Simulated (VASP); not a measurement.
Crystal: Cd.

```
CELL_PARAMETERS angstrom
2.88186 0.00000 0.00000
-1.44093 2.49577 0.00000
0.00000 0.00000 5.63837
ATOMIC_POSITIONS crystal
Cd 0.33333 0.66667 0.25000
Cd 0.66667 0.33333 0.75000
```

Base run:

```yaml
Program: VASP 6.6.1
Functional: LDA
Potentials_or_basis: VASP PAW LDA potentials, release 64 (Cd)
Cutoff: 520 eV
k_mesh: 10 × 10 × 5
Occupations: fermi-dirac, width 0.1 eV
Spin: no spin polarisation
```

Its results: band gap on the k mesh zero (band 12 reaches 4.50 eV, above the bottom of band 13 at -0.22 eV); pressure 0.8 GPa.

The run is repeated on the same cell with these changes: k mesh from 10 × 10 × 5 to 5 × 5 × 2. What comes out?

Band gap on the k mesh zero (band 12 reaches 2.89 eV, above the bottom of band 13 at -0.21 eV); pressure 1.9 GPa.

Caveats: some runs use coarse meshes.
